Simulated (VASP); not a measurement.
# Pb (Fm-3m) in VASP: notebook

The runs below take Pb through single point, relaxation of cell and atoms, with LDA.

Everything below comes from runs of VASP 6.6.1. Logs are shortened: lines on timing, memory, paths and dates and some standing lists are left out, and cuts for length are marked.

## Step 1: The cell of the first run

Symmetry: Fm-3m, No. 225, cubic system. Conventional cell: a = 4.880 Å, b = 4.880 Å, c = 4.880 Å, α = 90.00°, β = 90.00°, γ = 90.00°. Pb (site symmetry m-3m) has 12 Pb at 3.45 Å within 4.5 Å.

## Step 2: Single point, LDA

File INCAR:

```
SYSTEM = Pb
PREC = Accurate
ENCUT = 520
EDIFF = 1E-6
ISMEAR = -1
SIGMA = 0.05
LREAL = .FALSE.
LASPH = .TRUE.
NELM = 100
ALGO = Normal
ISIF = 2
LWAVE = .FALSE.
LCHARG = .FALSE.
GGA = CA
NBANDS = 13
```

File KPOINTS:

```
Automatic mesh
0
G
  15 15 15
  0 0 0
```

File POSCAR:

```
Pb
1.0
    0.0000000000      2.4397854151      2.4397854151
    2.4397854151      0.0000000000      2.4397854151
    2.4397854151      2.4397854151      0.0000000000
Pb
1
Direct
    0.0000000000      0.0000000000      0.0000000000
```

Potentials or basis: VASP PAW LDA potentials, release 64 (Pb_d).

The run is started by

```
$ cat potpaw_LDA.64/Pb_d/POTCAR > POTCAR
$ mpirun -np 1 vasp_std > vasp.out
```

OUTCAR:

```text
SYSTEM = Pb
   PREC = Accurate
   ENCUT = 520
   EDIFF = 1E-6
   ISMEAR = -1
   LREAL = .FALSE.
   LASPH = .TRUE.
   NELM = 100
   ISIF = 2
   GGA = CA

 ion  position               nearest neighbor table
   1  0.000  0.000  0.000-

  LATTYP: Found a face centered cubic cell.
 ALAT       =     4.8795708302

  Lattice vectors:

 A1 = (   0.0000000000,   2.4397854151,   2.4397854151)
 A2 = (   2.4397854151,   0.0000000000,   2.4397854151)
 A3 = (   2.4397854151,   2.4397854151,   0.0000000000)

Analysis of symmetry for initial positions (statically):
=====================================================================
 Subroutine PRICEL returns:
 Original cell was already a primitive cell.

 Routine SETGRP: Setting up the symmetry group for a
 face centered cubic supercell.

 Subroutine GETGRP returns: Found 48 space group operations
 (whereof 48 operations were pure point group operations)
 out of a pool of 48 trial point group operations.

The static configuration has the point symmetry O_h .

Analysis of symmetry for dynamics (positions and initial velocities):
=====================================================================
 Subroutine PRICEL returns:
 Original cell was already a primitive cell.

 Routine SETGRP: Setting up the symmetry group for a
 face centered cubic supercell.

 Subroutine GETGRP returns: Found 48 space group operations
 (whereof 48 operations were pure point group operations)
 out of a pool of 48 trial point group operations.

The dynamic configuration has the point symmetry O_h .

 Subroutine INISYM returns: Found 48 space group operations
 (whereof 48 operations are pure point group operations),
 and found     1 'primitive' translations

----------------------------------------------------------------------------------------

                                     Primitive cell

  volume of cell :      29.0459

  direct lattice vectors                    reciprocal lattice vectors
     0.000000000  2.439785415  2.439785415    -0.204936056  0.204936056  0.204936056
     2.439785415  0.000000000  2.439785415     0.204936056 -0.204936056  0.204936056
     2.439785415  2.439785415  0.000000000     0.204936056  0.204936056 -0.204936056

  length of vectors
     3.450377623  3.450377623  3.450377623     0.354959661  0.354959661  0.354959661

  position of ions in fractional coordinates (direct lattice)
     0.000000000  0.000000000  0.000000000

  ion indices of the primitive-cell ions
   primitive index   ion index
                 1           1

[... 75 lines left out ...]
   IBRION =     -1    ionic relax: 0-MD 1-quasi-New 2-CG
   NFREE  =      0    steps in history (QN), initial steepest desc. (CG)
   ISIF   =      2    stress and relaxation
   ISYM   =      2    0-nonsym 1-usesym 2-fastsym
   POTIM  = 0.5000    time-step for ionic-motion
   TEBEG  =    0.0;   TEEND  =   0.0 temperature during run
   PSTRESS=    0.0 pullay stress
   NELECT =      14.0000    total number of electrons
   NUPDOWN=      -1.0000    fix difference up-down
   EMIN   =  10.00;   EMAX   =-10.00  energy-range for DOS
   EFERMI =   0.00;   METHOD = LEGACY
   ISMEAR =    -1;   SIGMA  =   0.05  broadening in eV -4-tet -1-fermi 0-gaus
   EFERMI_NEDOS =   21; number of points for ismear=-14 and -15
   IALGO  =     38    algorithm
   IMIX   =      4    mixing-type and parameters
     AMIX     =   0.40;   BMIX     =  1.00
     AMIX_MAG =   1.60;   BMIX_MAG =  1.00
  volume/ion in A,a.u.               =      29.05       196.01
  Fermi-wavevector in a.u.,A,eV,Ry     =   1.283579  2.425612 22.416614  1.647575
  Thomas-Fermi vector in A             =   2.415823
   LORBIT       =      0    0 simple, 1 ext, 2 COOP (PROOUT), +10 PAW based schemes
   GGA     = CA    functional components
   LHFCALC =     F    Hartree Fock is set to
   AEXX    =    0.0000 exact exchange contribution
   IVDW    =     0    specifies the selected vdW correction
   LEPSILON=     F    determine dielectric tensor
   LRPA    =     F    only Hartree local field effects (RPA)
 non-spin polarized calculation
  energy-cutoff  :      520.00
  volume of cell :       29.05
 maximum number of plane-waves:       801
 NGX is ok and might be reduce to    28
   NGX = 13   NGY = 13   NGZ = 13

 number of electron      13.9999999 magnetization

 Free energy of the ion-electron system (eV)
  ---------------------------------------------------
  ext. energy  EPLUGINS =         0.00000000
  ---------------------------------------------------
  free energy    TOTEN  =        -4.25737420 eV

  energy without entropy =       -4.25332218  energy(sigma->0) =       -4.25534819

 E-fermi :   7.4870     XC(G=0): -10.6623

 val. band max:        7.4846259868   @ k =   0.4000   0.2667   0.0667
 cond. band min:       7.5609499766   @ k =   0.3333   0.3333   0.0000
 fundamental gap:      0.0763239899
 Fermi energy:         7.4869830053

 k-point     1 :       0.0000    0.0000    0.0000
  band No.  band energies     occupation
      1      -9.5412      2.00000
      2      -9.5412      2.00000
      3      -9.5412      2.00000
      4      -9.3787      2.00000
      5      -9.3787      2.00000
      6      -4.5628      2.00000
      7      15.1950      0.00000
      8      15.1950      0.00000
      9      15.1950      0.00000
     10      17.3521      0.00000
     11      19.5235      0.00000
     12      20.3409      0.00000
     13      20.3409      0.00000
[... 354 lines left out ...]
  band No.  band energies     occupation
      1      -9.5833      2.00000
      2      -9.4652      2.00000
      3      -9.4611      2.00000
      4      -9.4232      2.00000
      5      -9.3404      2.00000
      6      -3.7572      2.00000
      7      11.3160      0.00000
      8      13.0155      0.00000
      9      13.4128      0.00000
     10      16.3832      0.00000
     11      17.6252      0.00000
     12      21.9008      0.00000
     13      22.8259      0.00000

 [... further k-points ...]
[... 5 lines left out ...]
  --------------------------------------------------------------------------------------
  -------------------------------------------------------------------------------------
  Total        0.0060699      0.0060699      0.0060699     -0.0000000     -0.0000000     -0.0000000
  in kB        0.3348141      0.3348141      0.3348141     -0.0000000     -0.0000000     -0.0000000
  external PRESSURE =       0.3348141 kB  Pullay stress =       0.0000000 kB

 VOLUME and BASIS-vectors are now :
 -----------------------------------------------------------------------------
  energy-cutoff  :      520.00
  volume of cell :       29.05
      direct lattice vectors                 reciprocal lattice vectors
     0.000000000  2.439785415  2.439785415    -0.204936056  0.204936056  0.204936056
     2.439785415  0.000000000  2.439785415     0.204936056 -0.204936056  0.204936056
     2.439785415  2.439785415  0.000000000     0.204936056  0.204936056 -0.204936056

 POSITION                                       TOTAL-FORCE (eV/Angst)
 -----------------------------------------------------------------------------------
      0.00000      0.00000      0.00000         0.000000      0.000000     -0.000000
 -----------------------------------------------------------------------------------
    total drift:                               -0.000000     -0.000000     -0.000000

  FREE ENERGIE OF THE ION-ELECTRON SYSTEM (eV)
  ---------------------------------------------------
  free  energy   TOTEN  =        -4.2573742003 eV

  energy  without entropy=       -4.2533221766  energy(sigma->0) =       -4.25534819
```

stdout:

```text
POSCAR found type information on POSCAR Pb
 POSCAR found :  1 types and       1 ions
 scaLAPACK will be used
 LDA part: xc-table for (Slater(with rela. corr.)+CA(PZ))
 , standard interpolation
 POSCAR, INCAR and KPOINTS ok, starting setup
 FFT: planning ... GRIDC
 FFT: planning ... GRID_SOFT
 FFT: planning ... GRID
 WAVECAR not read
 entering main loop
```

Run time: 15 s. Hardware: 1 thread of Intel Xeon 6975P-C (Granite Rapids), shared host; peak memory 0.17 GiB.

Results:

- Free energy: -4.2574 eV
- Pressure: 0.0 GPa
- Band gap on the k mesh: zero (band 7 reaches 15.20 eV, above the bottom of band 8 at 5.86 eV)

Caveat: spin-orbit coupling is left out, which moves the levels of the heavy elements.

## Step 3: Single point, LDA

File INCAR:

```
PREC = Accurate
ENCUT = 520
EDIFF = 1E-6
ISMEAR = -1
SIGMA = 0.05
LREAL = False
LASPH = True
NELM = 100
ALGO = Normal
ISIF = 2
LWAVE = False
LCHARG = True
LELF = True
LVHAR = True
NBANDS = 13
```

File KPOINTS:

```
regular mesh
0
Gamma
  15 15 15
```

POSCAR is that of step 2.

Potentials or basis: VASP PAW LDA potentials, release 64 (Pb_d).

The run is started by

```
$ cat potpaw_LDA.64/Pb_d/POTCAR > POTCAR
$ mpirun -np 1 vasp_std > vasp.out
```

It took 16 s on 1 thread of Intel Xeon 6975P-C (Granite Rapids), shared host; peak memory 0.17 GiB.

It converged, with:

```yaml
Free_energy: -4.2574 eV
Pressure: 0.0 GPa
Band_gap_on_the_k_mesh: zero (band 7 reaches 15.20 eV, above the bottom of band 8 at 5.86 eV)
```

Levels at points of the mesh, in eV from the Fermi level:
```csv
k point,band 3,band 4,band 5,band 6,band 7,band 8,band 9,band 10,band 11,band 12
"(0.00, 0.00, 0.00)",-17.03,-16.87,-16.87,-12.05,7.71,7.71,7.71,9.87,12.04,12.85
```

Caveat: spin-orbit coupling is left out, which moves the levels of the heavy elements.

## Step 4: Relaxation of cell and atoms, LDA

This run uses another cell than the first one, of 28.97 Å³/atom, 0.997 times its volume.

File INCAR:

```
SYSTEM = Pb
PREC = Accurate
ENCUT = 600
EDIFF = 1E-6
ISMEAR = -1
SIGMA = 0.05
LREAL = .False.
LASPH = .True.
NELM = 60
ALGO = Normal
ISIF = 3
LWAVE = .False.
LCHARG = .False.
IBRION = 2
NSW = 60
EDIFFG = -0.005
```

File KPOINTS:

```
regular mesh
0
Gamma
  15 15 15
  0 0 0
```

File POSCAR:

```
Pb
1.0
    0.0000000000      2.4375461311      2.4375461311
    2.4375461311      0.0000000000      2.4375461311
    2.4375461311      2.4375461311      0.0000000000
Pb
1
Direct
    0.0000000000      0.0000000000      0.0000000000
```

The run is started by

```
$ cat potpaw_LDA.64/Pb_d/POTCAR > POTCAR
$ mpirun -np 1 vasp_std > vasp.out
```

Wall time 46 s (1 thread of Intel Xeon 6975P-C (Granite Rapids), shared host); peak memory 0.18 GiB.

The run converged. Its results:

```
Free energy                            : -4.2574 eV
Relaxed volume                         : 29.08 Å³/atom
Relaxed cell                           : a = 3.452 Å, b = 3.452 Å, c = 3.452 Å, α = 60.00°, β = 60.00°, γ = 60.00°
Space group after relaxing (to 0.05 Å) : Fm-3m (No. 225)
Energy gained by relaxing              : 0.1 meV/atom
Ionic steps                            : 4
Pressure after relaxing                : 0.0 GPa
Band gap on the k mesh                 : zero (band 7 reaches 15.17 eV, above the bottom of band 8 at 5.85 eV)
```

Step by step:
| step | energy change (eV) | largest force (eV/Å) | pressure (GPa) | volume (Å³) |
| --- | --- | --- | --- | --- |
| 1 | 0.0000 | 0.0000 | 0.25 | 28.97 |
| 2 | -0.0001 | 0.0000 | -0.09 | 29.16 |
| 3 | -0.0001 | 0.0000 | -0.07 | 29.11 |
| 4 | -0.0001 | 0.0000 | 0.00 | 29.08 |

Final structure:
```
Pb
1.0
     0.00000    2.44071    2.44071
     2.44071    0.00000    2.44071
     2.44071    2.44071    0.00000
Pb
1
Direct
  0.00000 0.00000 0.00000
```

Levels at points of the mesh, in eV from the Fermi level:
```tsv
k point	band 4	band 5	band 6	band 7	band 8	band 9	band 10	band 11
(0.00, 0.00, 0.00)	-16.86	-16.86	-12.04	7.70	7.70	7.70	9.87	12.02
```

Caveat: spin-orbit coupling is left out, which moves the levels of the heavy elements.
